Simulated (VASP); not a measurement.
# Be (Cmmm) in VASP: notebook

Be is run at these levels: PBE; tasks: single point, relaxation of cell and atoms.

Everything below comes from runs of VASP 6.6.1. Logs are shortened: lines on timing, memory, paths and dates and some standing lists are left out, and cuts for length are marked.

## 1. The cell of the first run

It takes space group Cmmm (No. 65, orthorhombic). Conventional cell: a = 2.489 Å, b = 7.664 Å, c = 2.053 Å, α = 90.00°, β = 90.00°, γ = 90.00°. Be (site symmetry m2m) has 7 Be at 2.05 to 2.49 Å within 2.7 Å.

The cell was built from a structure type or drawn by symmetry, and may not be a known phase.

## 2. Single point, PBE

Contents of INCAR:

```
  PREC = Accurate
  ENCUT = 520
  EDIFF = 1E-7
  ISMEAR = 0
  SIGMA = 0.1
  LREAL = False
  LASPH = True
  NELM = 60
  ALGO = Fast
  ISIF = 2
  LWAVE = False
  LCHARG = False
  GGA = PE
  NBANDS = 9
```

Contents of KPOINTS:

```
Automatic mesh
0
Gamma
  22 22 28
```

Contents of POSCAR:

```
Be
1.0
    1.2446658465     -3.8321879509      0.0000000000
    1.2446658465      3.8321879509      0.0000000000
    0.0000000000      0.0000000000      2.0530483599
Be
2
Direct
    0.8660645513      0.1339354487      0.0000000000
    0.1339354487      0.8660645513      0.0000000000
```

Potentials or basis: VASP PAW PBE potentials, release 64 (Be).

Run with:

```sh
> cat potpaw_PBE.64/Be/POTCAR > POTCAR
> mpirun -np 1 vasp_std > vasp.out
```

OUTCAR:

```text
PREC = Accurate
   ENCUT = 520
   EDIFF = 1E-7
   ISMEAR = 0
   LREAL = False
   LASPH = True
   NELM = 60
   ISIF = 2
   GGA = PE

 ion  position               nearest neighbor table
   1  0.866  0.134  0.000-   2 2.05   2 2.17   2 2.17
   2  0.134  0.866  0.000-   1 2.05   1 2.17   1 2.17

  LATTYP: Found a base centered orthorhombic cell.
 ALAT       =     2.4893316930
 B/A-ratio  =     3.0788889738
 C/A-ratio  =     0.8247387705

  Lattice vectors:

 A1 = (   1.2446658465,  -3.8321879509,   0.0000000000)
 A2 = (   1.2446658465,   3.8321879509,   0.0000000000)
 A3 = (   0.0000000000,   0.0000000000,   2.0530483599)

Analysis of symmetry for initial positions (statically):
=====================================================================
 Subroutine PRICEL returns:
 Original cell was already a primitive cell.

 Routine SETGRP: Setting up the symmetry group for a
 base centered orthorhombic supercell.

 Subroutine GETGRP returns: Found  8 space group operations
 (whereof  8 operations were pure point group operations)
 out of a pool of  8 trial point group operations.

The static configuration has the point symmetry D_2h.

Analysis of symmetry for dynamics (positions and initial velocities):
=====================================================================
 Subroutine PRICEL returns:
 Original cell was already a primitive cell.

 Routine SETGRP: Setting up the symmetry group for a
 base centered orthorhombic supercell.

 Subroutine GETGRP returns: Found  8 space group operations
 (whereof  8 operations were pure point group operations)
 out of a pool of  8 trial point group operations.

The dynamic configuration has the point symmetry D_2h.

 Subroutine INISYM returns: Found  8 space group operations
 (whereof  8 operations are pure point group operations),
 and found     1 'primitive' translations

----------------------------------------------------------------------------------------

                                     Primitive cell

  volume of cell :      19.5852

  direct lattice vectors                    reciprocal lattice vectors
     1.244665847 -3.832187951  0.000000000     0.401714244 -0.130473768  0.000000000
     1.244665847  3.832187951  0.000000000     0.401714244  0.130473768  0.000000000
     0.000000000  0.000000000  2.053048360     0.000000000  0.000000000  0.487080587

  length of vectors
     4.029250248  4.029250248  2.053048360     0.422371564  0.422371564  0.487080587

  position of ions in fractional coordinates (direct lattice)
     0.866064551  0.133935449  0.000000000
     0.133935449  0.866064551  0.000000000

  ion indices of the primitive-cell ions
   primitive index   ion index
                 1           1
                 2           2

----------------------------------------------------------------------------------------

 KPOINTS: Automatic mesh

Automatic generation of k-mesh.
 Grid dimensions read from file:
 generate k-points for:   22   22   28

 Generating k-lattice:

  Cartesian coordinates                     Fractional coordinates (reciprocal lattice)
     0.018259738 -0.005930626  0.000000000     0.045454545 -0.000000000  0.000000000
     0.018259738  0.005930626  0.000000000    -0.000000000  0.045454545  0.000000000
     0.000000000  0.000000000  0.017395735     0.000000000  0.000000000  0.035714286

  Length of vectors
     0.019198707  0.019198707  0.017395735

  Shift w.r.t. Gamma in fractional coordinates (k-lattice)
     0.000000000  0.000000000  0.000000000

 Subroutine IBZKPT returns following result:
 ===========================================

 Found   1995 irreducible k-points:

 Following reciprocal coordinates:
            Coordinates               Weight
  0.000000  0.000000  0.000000      1.000000
  0.045455  0.000000  0.000000      4.000000
  0.090909  0.000000  0.000000      4.000000
  0.136364  0.000000  0.000000      4.000000
  0.181818  0.000000  0.000000      4.000000
  0.227273  0.000000  0.000000      4.000000
[... 16 lines left out ...]
  0.500000  0.045455  0.000000      4.000000
 -0.454545  0.045455  0.000000      4.000000
 [... further k-points ...]
   k-points           NKPTS =   1995   k-points in BZ     NKDIM =   1995   number of bands    NBANDS=      9
   number of dos      NEDOS =    301   number of ions     NIONS =      2
   total plane-waves  NPLWV =  14400
   dimension x,y,z NGX =    30 NGY =   30 NGZ =   16
   dimension x,y,z NGXF=    60 NGYF=   60 NGZF=   32
   ions per type =               2
   NGX,Y,Z   is equivalent  to a cutoff of  12.38, 12.38, 12.96 a.u.
   NGXF,Y,Z  is equivalent  to a cutoff of  24.76, 24.76, 25.91 a.u.
 SYSTEM =  unknown system
   PREC   = accura    normal or accurate (medium, high low for compatibility)
   ISTART =      0    job   : 0-new  1-cont  2-samecut
   ICHARG =      2    charge: 1-file 2-atom 10-const
   ISPIN  =      1    spin polarized calculation?
   LNONCOLLINEAR =      F non collinear calculations
   LSORBIT =      F    spin-orbit coupling
   LASPH  =      T    aspherical Exc in radial PAW
   ENCUT  =  520.0 eV  38.22 Ry    6.18 a.u.   7.49  7.49  3.82*2*pi/ulx,y,z
   NELM   =     60;   NELMIN=  2; NELMDL= -5     # of ELM steps
   EDIFF  = 0.1E-06   stopping-criterion for ELM
   LREAL  =      F    real-space projection
   EDIFFG = 0.1E-05   stopping-criterion for IOM
   NSW    =      0    number of steps for IOM
   IBRION =     -1    ionic relax: 0-MD 1-quasi-New 2-CG
   NFREE  =      0    steps in history (QN), initial steepest desc. (CG)
   ISIF   =      2    stress and relaxation
   ISYM   =      2    0-nonsym 1-usesym 2-fastsym
   POTIM  = 0.5000    time-step for ionic-motion
   TEBEG  =    0.0;   TEEND  =   0.0 temperature during run
   PSTRESS=    0.0 pullay stress
   NELECT =       4.0000    total number of electrons
   NUPDOWN=      -1.0000    fix difference up-down
   EMIN   =  10.00;   EMAX   =-10.00  energy-range for DOS
   EFERMI =   0.00;   METHOD = LEGACY
   ISMEAR =     0;   SIGMA  =   0.10  broadening in eV -4-tet -1-fermi 0-gaus
   EFERMI_NEDOS =   21; number of points for ismear=-14 and -15
   IALGO  =     68    algorithm
   IMIX   =      4    mixing-type and parameters
     AMIX     =   0.40;   BMIX     =  1.00
     AMIX_MAG =   1.60;   BMIX_MAG =  1.00
  volume/ion in A,a.u.               =       9.79        66.08
  Fermi-wavevector in a.u.,A,eV,Ry     =   0.964092  1.821870 12.646259  0.929474
  Thomas-Fermi vector in A             =   2.093694
   LORBIT       =      0    0 simple, 1 ext, 2 COOP (PROOUT), +10 PAW based schemes
   GGA     = PE    functional components
   LHFCALC =     F    Hartree Fock is set to
   AEXX    =    0.0000 exact exchange contribution
   IVDW    =     0    specifies the selected vdW correction
   LEPSILON=     F    determine dielectric tensor
   LRPA    =     F    only Hartree local field effects (RPA)
 non-spin polarized calculation
 RMM-DIIS sequential band-by-band and
 Gauss-broadening in eV      SIGMA  =   0.10
  energy-cutoff  :      520.00
  volume of cell :       19.59
 maximum number of plane-waves:       544
 NGX is ok and might be reduce to    30
   NGX = 15   NGY = 15   NGZ =  7

 number of electron       4.0000000 magnetization

 Free energy of the ion-electron system (eV)
  ---------------------------------------------------
  ext. energy  EPLUGINS =         0.00000000
  ---------------------------------------------------
  free energy    TOTEN  =        -5.98005770 eV

  energy without entropy =       -5.97772300  energy(sigma->0) =       -5.97889035

 E-fermi :   4.9507     XC(G=0):  -9.8688

 val. band max:        4.9490271132   @ k =   0.1818   0.0000   0.4643
 cond. band min:       4.9515283489   @ k =  -0.2727   0.1364   0.4643
 fundamental gap:      0.0025012357
 Fermi energy:         4.9507406241

 k-point     1 :       0.0000    0.0000    0.0000
  band No.  band energies     occupation
      1      -4.8396      2.00000
      2       1.3344      2.00000
      3       5.8284      0.00000
      4      13.8334      0.00000
      5      15.2498      0.00000
      6      19.8603      0.00000
      7      21.2823      0.00000
      8      21.7715      0.00000
      9      25.8060      0.00000

 k-point     2 :       0.0455    0.0000    0.0000
  band No.  band energies     occupation
      1      -4.7966      2.00000
      2       1.3514      2.00000
      3       5.8769      0.00000
      4      13.4265      0.00000
      5      14.8611      0.00000
      6      20.2236      0.00000
      7      21.3209      0.00000
      8      22.2434      0.00000
      9      25.8022      0.00000

 k-point     3 :       0.0909    0.0000    0.0000
  band No.  band energies     occupation
      1      -4.6675      2.00000
      2       1.4027      2.00000
      3       6.0148      0.00000
      4      12.4472      0.00000
      5      13.9459      0.00000
      6      21.0124      0.00000
      7      21.4359      0.00000
      8      23.3556      0.00000
      9      26.2796      0.00000

 k-point     4 :       0.1364    0.0000    0.0000
  band No.  band energies     occupation
      1      -4.4523      2.00000
      2       1.4896      2.00000
      3       6.2126      0.00000
      4      11.2553      0.00000
      5      12.8465      0.00000
      6      21.6246      0.00000
      7      21.6590      0.00000
      8      24.6081      0.00000
      9      26.4772      0.00000
[... 205 lines left out ...]
 k-point    22 :       0.4545    0.0455    0.0000
  band No.  band energies     occupation
      1      -0.1477      2.00000
      2       0.9620      2.00000
      3       2.9023      2.00000
      4       6.9965      0.00000
      5      12.0171      0.00000
      6      15.6003      0.00000
      7      24.0094      0.00000
      8      24.1945      0.00000
      9      25.9339      0.00000

 k-point    23 :       0.5000    0.0455    0.0000
  band No.  band energies     occupation
      1      -0.4972      2.00000
      2       1.3386      2.00000
      3       2.7103      2.00000
      4       7.2889      0.00000
      5      12.2021      0.00000
      6      15.4458      0.00000
      7      23.9671      0.00000
      8      24.1433      0.00000
      9      25.9002      0.00000

 k-point    24 :      -0.4545    0.0455    0.0000
  band No.  band energies     occupation
      1      -1.2422      2.00000
      2       2.0344      2.00000
      3       2.6904      2.00000
      4       7.7865      0.00000
      5      11.7092      0.00000
      6      16.1332      0.00000
      7      23.8831      0.00000
      8      24.0273      0.00000
      9      25.9633      0.00000

 [... further k-points ...]

------------------------ aborting loop because EDIFF is reached ----------------------------------------

  FORCE on cell =-STRESS in cart. coord.  units (eV):
  Direction    XX          YY          ZZ          XY          YZ          ZX
  --------------------------------------------------------------------------------------
  -------------------------------------------------------------------------------------
  Total        0.0024889      0.0169080      0.0086258      0.0000000      0.0000000      0.0000000
  in kB        0.2036037      1.3831688      0.7056408      0.0000000      0.0000000      0.0000000
  external PRESSURE =       0.7641378 kB  Pullay stress =       0.0000000 kB

 VOLUME and BASIS-vectors are now :
 -----------------------------------------------------------------------------
  energy-cutoff  :      520.00
  volume of cell :       19.59
      direct lattice vectors                 reciprocal lattice vectors
     1.244665847 -3.832187951  0.000000000     0.401714244 -0.130473768  0.000000000
     1.244665847  3.832187951  0.000000000     0.401714244  0.130473768  0.000000000
     0.000000000  0.000000000  2.053048360     0.000000000  0.000000000  0.487080587

 POSITION                                       TOTAL-FORCE (eV/Angst)
 -----------------------------------------------------------------------------------
      1.24467     -2.80566      0.00000         0.000000      0.000224      0.000000
      1.24467      2.80566      0.00000         0.000000     -0.000224     -0.000000
 -----------------------------------------------------------------------------------
    total drift:                               -0.000000      0.000000      0.000000

  FREE ENERGIE OF THE ION-ELECTRON SYSTEM (eV)
  ---------------------------------------------------
  free  energy   TOTEN  =        -5.9800577021 eV

  energy  without entropy=       -5.9777230050  energy(sigma->0) =       -5.97889035
```

Wall time 6.7 min (1 thread of Intel Xeon 8259CL, shared host); peak memory 0.4 GiB.

What came out:

```yaml
Free_energy: -5.9801 eV
Pressure: 0.1 GPa
Band_gap_on_the_k_mesh: zero (bands 2 and 3 overlap by 4.79 eV)
```

Levels at points of the mesh, in eV from the Fermi level:
| k point | band 1 | band 2 | band 3 | band 4 | band 5 | band 6 | band 7 |
| --- | --- | --- | --- | --- | --- | --- | --- |
| (0.00, 0.00, 0.00) | -9.79 | -3.62 | 0.88 | 8.88 | 10.30 | 14.91 | 16.33 |
| (0.50, 0.00, 0.00) | -5.09 | -4.02 | -2.01 | 1.98 | 7.25 | 10.43 | 19.24 |
| (0.50, 0.50, 0.00) | -8.22 | -7.44 | 7.25 | 8.46 | 9.42 | 13.91 | 14.35 |
| (0.00, 0.00, 0.50) | -4.48 | -0.70 | 2.49 | 2.93 | 8.85 | 10.76 | 13.83 |
| (0.50, 0.00, 0.50) | -0.09 | 1.74 | 2.12 | 3.32 | 5.61 | 8.40 | 10.00 |
| (0.50, 0.50, 0.50) | -2.57 | -1.57 | 0.19 | 0.83 | 12.37 | 15.55 | 16.41 |

## 3. Relaxation of cell and atoms, PBE

This run uses another cell than the first one, of 10.07 Å³/atom.

Contents of INCAR:

```
SYSTEM = Be
ALGO = Fast
EDIFF = 1E-6
EDIFFG = -0.01
ENCUT = 600
GGA = PE
IBRION = 2
ISIF = 3
ISMEAR = 0
LASPH = .True.
LCHARG = .False.
LREAL = .False.
LWAVE = .False.
NELM = 100
NSW = 100
PREC = Accurate
SIGMA = 0.1
```

Contents of KPOINTS:

```
k-points
0
Gamma
  22 22 28
  0 0 0
```

Contents of POSCAR:

```
Be
1.0
    1.3372791508     -3.7534514541      0.0000000000
    1.3372791508      3.7534514541      0.0000000000
    0.0000000000      0.0000000000      2.0055554040
Be
2
Direct
    0.8636020205      0.1363979795      0.0000000000
    0.1363979795      0.8636020205      0.0000000000
```

Potentials or basis: VASP PAW PBE potentials, release 64 (Be).

Run with:

```sh
> cat potpaw_PBE.64/Be/POTCAR > POTCAR
> mpirun -np 1 vasp_std > vasp.out
```

Wall time 15 min (1 thread of Intel Xeon 8259CL, shared host); peak memory 0.43 GiB.

It converged, with:

| Item | Value |
| --- | --- |
| Free energy | -5.9801 eV |
| Relaxed volume | 9.80 Å³/atom |
| Relaxed cell | a = 4.031 Å, b = 4.031 Å, c = 2.054 Å, α = 90.00°, β = 90.00°, γ = 144.04° |
| Space group after relaxing (to 0.1 Å) | Cmmm (No. 65) |
| Energy gained by relaxing | 10.4 meV/atom |
| Ionic steps | 10 |
| Pressure after relaxing | 0.0 GPa |
| Largest force after relaxing | 0.009 eV/Å |
| Band gap on the k mesh | zero (bands 2 and 3 overlap by 4.79 eV) |

Forces in eV/Å, atoms in the order of the input:
```
Be   0.000  0.009  0.000
Be   0.000 -0.009  0.000
```

Step by step:
```
step  energy change (eV)  largest force (eV/Å)  pressure (GPa)  volume (Å³)
   1              0.0000                0.0939            0.26        20.13
   2             -0.0064                0.0666           -0.51        20.18
   3             -0.0126                0.0086           -1.74        20.26
   4             -0.0080                0.2145           -3.33        20.39
   5             -0.0141                0.0649           -2.23        20.30
   6             -0.0193                0.0350           -1.11        19.92
   7             -0.0205                0.0144           -0.24        19.64
   8             -0.0206                0.0140           -0.20        19.63
   9             -0.0207                0.0075            0.10        19.58
  10             -0.0208                0.0090            0.02        19.60
```

Final structure:
```cif
data_structure
_symmetry_space_group_name_H-M 'P 1'
_symmetry_Int_Tables_number 1
_cell_length_a 4.0307
_cell_length_b 4.0307
_cell_length_c 2.0540
_cell_angle_alpha 90.000
_cell_angle_beta 90.000
_cell_angle_gamma 144.041
_cell_volume 19.60
loop_
_atom_site_label
_atom_site_type_symbol
_atom_site_fract_x
_atom_site_fract_y
_atom_site_fract_z
_atom_site_occupancy
Be1 Be 0.86614 0.13386 0.00000 1
Be2 Be 0.13386 0.86614 0.00000 1
```

Levels at points of the mesh, in eV from the Fermi level:
```tsv
k point	band 1	band 2	band 3	band 4	band 5	band 6
(0.00, 0.00, 0.00)	-9.79	-3.62	0.87	8.90	10.31	14.92
(0.50, 0.00, 0.00)	-5.08	-4.01	-2.00	1.98	7.24	10.43
(0.50, 0.50, 0.00)	-8.22	-7.44	7.27	8.45	9.40	13.91
(0.00, 0.00, 0.50)	-4.48	-0.71	2.48	2.93	8.84	10.75
(0.50, 0.00, 0.50)	-0.09	1.73	2.13	3.32	5.61	8.40
(0.50, 0.50, 0.50)	-2.57	-1.58	0.19	0.82	12.38	15.53
```
